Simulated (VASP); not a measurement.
Set up this calculation in VASP 6.6.1, as the native input.

- Task: single point
- Functional: r2SCAN
- Potentials or basis: VASP PAW PBE potentials, release 64 (Na_pv, H)
- Cutoff: 520 eV
- k mesh: 9 × 9 × 9
- Occupations: fermi-dirac, width 0.05 eV
- Spin: no spin polarisation
- Dipole correction: no
- Further INCAR settings: ALGO = Normal; EDIFF = 1e-06; NBANDS = 11

The system is NaH.

```
CELL_PARAMETERS angstrom
0.00000 2.47211 2.47211
2.47211 0.00000 2.47211
2.47211 2.47211 0.00000
ATOMIC_POSITIONS crystal
Na 0.00000 0.00000 0.00000
H 0.50000 0.50000 0.50000
```

The input as run:

POSCAR

```
NaH
1.0
    0.0000000000      2.4721089453      2.4721089453
    2.4721089453      0.0000000000      2.4721089453
    2.4721089453      2.4721089453      0.0000000000
Na H
1 1
Direct
    0.0000000000      0.0000000000      0.0000000000
    0.5000000000      0.5000000000      0.5000000000
```

INCAR.step1

```
SYSTEM = NaH
PREC     = Accurate       ! precision mode
ENCUT    = 520            ! plane-wave cutoff, eV
ISMEAR   = -1             ! smearing method
SIGMA    = 0.05           ! smearing width, eV
LREAL    = .FALSE.        ! projectors in reciprocal space
LASPH    = .TRUE.         ! aspherical terms in the spheres
NELM     = 80             ! most SCF steps
NBANDS   = 11             ! bands
GGA      = PE             ! functional
ALGO     = Normal         ! electronic algorithm
EDIFF    = 1E-4           ! SCF threshold, eV
LWAVE    = .TRUE.         ! write WAVECAR
LCHARG   = .FALSE.        ! write CHGCAR
```

INCAR.step2

```
SYSTEM = NaH
PREC     = Accurate       ! precision mode
ENCUT    = 520            ! plane-wave cutoff, eV
EDIFF    = 1E-6           ! SCF threshold, eV
ISMEAR   = -1             ! smearing method
SIGMA    = 0.05           ! smearing width, eV
LREAL    = .FALSE.        ! projectors in reciprocal space
LASPH    = .TRUE.         ! aspherical terms in the spheres
NELM     = 80             ! most SCF steps
ALGO     = Normal         ! electronic algorithm
ISIF     = 2              ! what is computed and relaxed
LWAVE    = .FALSE.        ! write WAVECAR
LCHARG   = .FALSE.        ! write CHGCAR
METAGGA  = R2SCAN         ! meta-GGA
LMIXTAU  = .TRUE.       
NBANDS   = 11             ! bands
ISTART   = 1
```

KPOINTS

```
regular mesh
0
G
  9 9 9
  0 0 0
```

Potentials or basis: VASP PAW PBE potentials, release 64 (Na_pv, H).

Run with:

```bash
$ cat potpaw_PBE.64/Na_pv/POTCAR potpaw_PBE.64/H/POTCAR > POTCAR
$ cp INCAR.step1 INCAR
$ mpirun -np 1 vasp_std > vasp.out
$ cp INCAR.step2 INCAR
$ mpirun -np 1 vasp_std > vasp.out
```

Results of the run:

| Quantity | Value |
| --- | --- |
| Pressure | -2.1 GPa |
| Band gap on the k mesh | 4.53 eV, indirect (least direct gap 5.19 eV) |

Caveat: the PAW data sets were made with another functional, which shifts forces and pressure a little.

It took 22 s on 1 thread of Intel(R) Xeon(R) 6975P-C (Granite Rapids), with other jobs on the host, peak memory 0.15 GiB.
